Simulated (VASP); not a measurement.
# NaCl (Fm-3m) in VASP: further runs

The runs below take NaCl through single point, with PBE.

Program: VASP 6.6.1. These are calculated values, not measurements. Logs are shortened: lines on timing, memory, paths and dates and some standing lists are left out, and cuts for length are marked.

## (1) The cell of the first run

It takes space group Fm-3m (No. 225, cubic). The conventional cell has a = 5.518 Å, b = 5.518 Å, c = 5.518 Å, α = 90.00°, β = 90.00°, γ = 90.00°. Within 3.6 Å of Na (site symmetry m-3m) lie 6 Cl at 2.76 Å. Within 3.6 Å of Cl (site symmetry m-3m) lie 6 Na at 2.76 Å.

## (2) Single point, PBE (volume scaled by 0.91)

INCAR reads:

```
PREC = Accurate ; ENCUT = 520
EDIFF = 1E-7 ; ISMEAR = 0
SIGMA = 0.02 ; LREAL = F
LASPH = T ; NELM = 60
ALGO = Normal ; ISIF = 2
LWAVE = F ; LCHARG = F
GGA = PE ; NBANDS = 14
```

KPOINTS reads:

```
regular mesh
0
Gamma
  8 8 8
```

POSCAR reads:

```
NaCl
1.0
    0.0000000000      2.7589818410      2.7589818410
    2.7589818410      0.0000000000      2.7589818410
    2.7589818410      2.7589818410      0.0000000000
Na Cl
1 1
Direct
    0.0000000000      0.0000000000      0.0000000000
    0.5000000000      0.5000000000      0.5000000000
```

Potentials or basis: VASP PAW PBE potentials, release 64 (Na_pv, Cl).

Launch:

```sh
cat potpaw_PBE.64/Na_pv/POTCAR potpaw_PBE.64/Cl/POTCAR > POTCAR
mpirun -np 1 vasp_std > vasp.out
```

OUTCAR:

```text
PREC = Accurate
   ENCUT = 520
   EDIFF = 1E-7
   ISMEAR = 0
   LREAL = F
   LASPH = T
   NELM = 60
   ISIF = 2
   GGA = PE

 ion  position               nearest neighbor table
   1  0.000  0.000  0.000-
   2  0.500  0.500  0.500-

  LATTYP: Found a face centered cubic cell.
 ALAT       =     5.5179636820

  Lattice vectors:

 A1 = (   0.0000000000,   2.7589818410,   2.7589818410)
 A2 = (   2.7589818410,   0.0000000000,   2.7589818410)
 A3 = (   2.7589818410,   2.7589818410,   0.0000000000)

Analysis of symmetry for initial positions (statically):
=====================================================================
 Subroutine PRICEL returns:
 Original cell was already a primitive cell.

 Routine SETGRP: Setting up the symmetry group for a
 face centered cubic supercell.

 Subroutine GETGRP returns: Found 48 space group operations
 (whereof 48 operations were pure point group operations)
 out of a pool of 48 trial point group operations.

The static configuration has the point symmetry O_h .

Analysis of symmetry for dynamics (positions and initial velocities):
=====================================================================
 Subroutine PRICEL returns:
 Original cell was already a primitive cell.

 Routine SETGRP: Setting up the symmetry group for a
 face centered cubic supercell.

 Subroutine GETGRP returns: Found 48 space group operations
 (whereof 48 operations were pure point group operations)
 out of a pool of 48 trial point group operations.

The dynamic configuration has the point symmetry O_h .

 Subroutine INISYM returns: Found 48 space group operations
 (whereof 48 operations are pure point group operations),
 and found     1 'primitive' translations

----------------------------------------------------------------------------------------

                                     Primitive cell

  volume of cell :      42.0026

  direct lattice vectors                    reciprocal lattice vectors
     0.000000000  2.758981841  2.758981841    -0.181226274  0.181226274  0.181226274
     2.758981841  0.000000000  2.758981841     0.181226274 -0.181226274  0.181226274
     2.758981841  2.758981841  0.000000000     0.181226274  0.181226274 -0.181226274

  length of vectors
     3.901789538  3.901789538  3.901789538     0.313893115  0.313893115  0.313893115

  position of ions in fractional coordinates (direct lattice)
     0.000000000  0.000000000  0.000000000
     0.500000000  0.500000000  0.500000000

  ion indices of the primitive-cell ions
   primitive index   ion index
                 1           1
                 2           2

----------------------------------------------------------------------------------------

 KPOINTS: regular mesh

Automatic generation of k-mesh.
 Grid dimensions read from file:
 generate k-points for:    8    8    8

 Generating k-lattice:

  Cartesian coordinates                     Fractional coordinates (reciprocal lattice)
    -0.022653284  0.022653284  0.022653284     0.125000000  0.000000000  0.000000000
     0.022653284 -0.022653284  0.022653284     0.000000000  0.125000000  0.000000000
     0.022653284  0.022653284 -0.022653284     0.000000000  0.000000000  0.125000000

  Length of vectors
     0.039236639  0.039236639  0.039236639

  Shift w.r.t. Gamma in fractional coordinates (k-lattice)
     0.000000000  0.000000000  0.000000000

 Subroutine IBZKPT returns following result:
 ===========================================

 Found     29 irreducible k-points:

 Following reciprocal coordinates:
            Coordinates               Weight
  0.000000  0.000000  0.000000      1.000000
  0.125000  0.000000  0.000000      8.000000
  0.250000  0.000000  0.000000      8.000000
  0.375000  0.000000  0.000000      8.000000
  0.500000  0.000000  0.000000      4.000000
  0.125000  0.125000  0.000000      6.000000
[... 16 lines left out ...]
  0.500000  0.250000  0.125000     48.000000
 -0.375000  0.250000  0.125000     24.000000
 [... further k-points ...]
   k-points           NKPTS =     29   k-points in BZ     NKDIM =     29   number of bands    NBANDS=     14
   number of dos      NEDOS =    301   number of ions     NIONS =      2
   total plane-waves  NPLWV =  27000
   dimension x,y,z NGX =    30 NGY =   30 NGZ =   30
   dimension x,y,z NGXF=    60 NGYF=   60 NGZF=   60
   ions per type =               1   1
   NGX,Y,Z   is equivalent  to a cutoff of  12.78, 12.78, 12.78 a.u.
   NGXF,Y,Z  is equivalent  to a cutoff of  25.56, 25.56, 25.56 a.u.
 SYSTEM =  unknown system
   PREC   = accura    normal or accurate (medium, high low for compatibility)
   ISTART =      0    job   : 0-new  1-cont  2-samecut
   ICHARG =      2    charge: 1-file 2-atom 10-const
   ISPIN  =      1    spin polarized calculation?
   LNONCOLLINEAR =      F non collinear calculations
   LSORBIT =      F    spin-orbit coupling
   LASPH  =      T    aspherical Exc in radial PAW
   ENCUT  =  520.0 eV  38.22 Ry    6.18 a.u.   7.25  7.25  7.25*2*pi/ulx,y,z
   NELM   =     60;   NELMIN=  2; NELMDL= -5     # of ELM steps
   EDIFF  = 0.1E-06   stopping-criterion for ELM
   LREAL  =      F    real-space projection
   EDIFFG = 0.1E-05   stopping-criterion for IOM
   NSW    =      0    number of steps for IOM
   IBRION =     -1    ionic relax: 0-MD 1-quasi-New 2-CG
   NFREE  =      0    steps in history (QN), initial steepest desc. (CG)
   ISIF   =      2    stress and relaxation
   ISYM   =      2    0-nonsym 1-usesym 2-fastsym
   POTIM  = 0.5000    time-step for ionic-motion
   TEBEG  =    0.0;   TEEND  =   0.0 temperature during run
   PSTRESS=    0.0 pullay stress
   NELECT =      14.0000    total number of electrons
   NUPDOWN=      -1.0000    fix difference up-down
   EMIN   =  10.00;   EMAX   =-10.00  energy-range for DOS
   EFERMI =   0.00;   METHOD = LEGACY
   ISMEAR =     0;   SIGMA  =   0.02  broadening in eV -4-tet -1-fermi 0-gaus
   EFERMI_NEDOS =   21; number of points for ismear=-14 and -15
   IALGO  =     38    algorithm
   IMIX   =      4    mixing-type and parameters
     AMIX     =   0.40;   BMIX     =  1.00
     AMIX_MAG =   1.60;   BMIX_MAG =  1.00
  volume/ion in A,a.u.               =      21.00       141.72
  Fermi-wavevector in a.u.,A,eV,Ry     =   1.135077  2.144985 17.529744  1.288400
  Thomas-Fermi vector in A             =   2.271782
   LORBIT       =      0    0 simple, 1 ext, 2 COOP (PROOUT), +10 PAW based schemes
   GGA     = PE    functional components
   LHFCALC =     F    Hartree Fock is set to
   AEXX    =    0.0000 exact exchange contribution
   IVDW    =     0    specifies the selected vdW correction
   LEPSILON=     F    determine dielectric tensor
   LRPA    =     F    only Hartree local field effects (RPA)
 non-spin polarized calculation
 Gauss-broadening in eV      SIGMA  =   0.02
  energy-cutoff  :      520.00
  volume of cell :       42.00
 maximum number of plane-waves:      1158
 NGX is ok and might be reduce to    30
   NGX = 15   NGY = 15   NGZ = 15

 number of electron      14.0000009 magnetization

 Free energy of the ion-electron system (eV)
  ---------------------------------------------------
  ext. energy  EPLUGINS =         0.00000000
  ---------------------------------------------------
  free energy    TOTEN  =        -6.74370853 eV

  energy without entropy =       -6.74370853  energy(sigma->0) =       -6.74370853

 E-fermi :  -0.1447     XC(G=0):  -8.4504

 val. band max:       -0.3342990629   @ k =   0.0000   0.0000   0.0000
 cond. band min:       5.0385624956   @ k =   0.0000   0.0000   0.0000
 fundamental gap:      5.3728615585
 Fermi energy:        -0.1446883929

 k-point     1 :       0.0000    0.0000    0.0000
  band No.  band energies     occupation
      1     -21.0344      2.00000
      2     -21.0344      2.00000
      3     -21.0344      2.00000
      4     -13.1507      2.00000
      5      -0.3343      2.00000
      6      -0.3343      2.00000
      7      -0.3343      2.00000
      8       5.0386      0.00000
      9      10.8470      0.00000
     10      10.8470      0.00000
     11      10.8470      0.00000
     12      13.0957      0.00000
     13      13.0957      0.00000
     14      14.8125      0.00000

 k-point     2 :       0.1250    0.0000    0.0000
  band No.  band energies     occupation
      1     -21.0403      2.00000
      2     -21.0348      2.00000
      3     -21.0348      2.00000
      4     -13.0940      2.00000
      5      -0.7416      2.00000
      6      -0.3812      2.00000
      7      -0.3812      2.00000
      8       5.5609      0.00000
      9      10.3155      0.00000
     10      11.0568      0.00000
     11      11.0568      0.00000
     12      12.8586      0.00000
     13      12.8586      0.00000
     14      15.8058      0.00000

 k-point     3 :       0.2500    0.0000    0.0000
  band No.  band energies     occupation
      1     -21.0545      2.00000
      2     -21.0358      2.00000
      3     -21.0358      2.00000
      4     -12.9526      2.00000
      5      -1.5455      2.00000
      6      -0.4905      2.00000
      7      -0.4905      2.00000
      8       6.5356      0.00000
      9       9.8429      0.00000
     10      11.1927      0.00000
     11      11.1927      0.00000
     12      13.0979      0.00000
     13      13.0979      0.00000
     14      15.8104      0.00000
[... 324 lines left out ...]
 k-point    23 :       0.5000    0.2500    0.1250
  band No.  band energies     occupation
      1     -21.0633      2.00000
      2     -21.0445      2.00000
      3     -21.0390      2.00000
      4     -12.7513      2.00000
      5      -2.0335      2.00000
      6      -1.1011      2.00000
      7      -0.7401      2.00000
      8       8.0815      0.00000
      9       9.4732      0.00000
     10       9.7860      0.00000
     11      11.8314      0.00000
     12      13.6756      0.00000
     13      16.2219      0.00000
     14      16.5478      0.00000

 k-point    24 :      -0.3750    0.2500    0.1250
  band No.  band energies     occupation
      1     -21.0662      2.00000
      2     -21.0451      2.00000
      3     -21.0401      2.00000
      4     -12.7046      2.00000
      5      -2.1642      2.00000
      6      -1.1883      2.00000
      7      -0.7989      2.00000
      8       8.1630      0.00000
      9       9.4738      0.00000
     10      10.2150      0.00000
     11      11.6396      0.00000
     12      14.3578      0.00000
     13      15.7198      0.00000
     14      16.6949      0.00000

 [... further k-points ...]
[... 5 lines left out ...]
  --------------------------------------------------------------------------------------
  -------------------------------------------------------------------------------------
  Total        0.7297688      0.7297688      0.7297688      0.0000000      0.0000000     -0.0000000
  in kB       27.8368032     27.8368032     27.8368032      0.0000000      0.0000000     -0.0000000
  external PRESSURE =      27.8368032 kB  Pullay stress =       0.0000000 kB

 VOLUME and BASIS-vectors are now :
 -----------------------------------------------------------------------------
  energy-cutoff  :      520.00
  volume of cell :       42.00
      direct lattice vectors                 reciprocal lattice vectors
     0.000000000  2.758981841  2.758981841    -0.181226274  0.181226274  0.181226274
     2.758981841  0.000000000  2.758981841     0.181226274 -0.181226274  0.181226274
     2.758981841  2.758981841  0.000000000     0.181226274  0.181226274 -0.181226274

 POSITION                                       TOTAL-FORCE (eV/Angst)
 -----------------------------------------------------------------------------------
      0.00000      0.00000      0.00000         0.000000     -0.000000      0.000000
      2.75898      2.75898      2.75898         0.000000      0.000000     -0.000000
 -----------------------------------------------------------------------------------
    total drift:                               -0.000000      0.000000      0.000000

  FREE ENERGIE OF THE ION-ELECTRON SYSTEM (eV)
  ---------------------------------------------------
  free  energy   TOTEN  =        -6.7437085280 eV

  energy  without entropy=       -6.7437085280  energy(sigma->0) =       -6.74370853
```

Run time: 36 s. Hardware: 1 thread of AMD EPYC 7R13, shared host; peak memory 0.13 GiB.

Results:

| Quantity | Value |
| --- | --- |
| Free energy | -6.7437 eV |
| Pressure | 2.8 GPa |
| Band gap on the k mesh | 5.37 eV, direct |

[end of part 1 of 3]
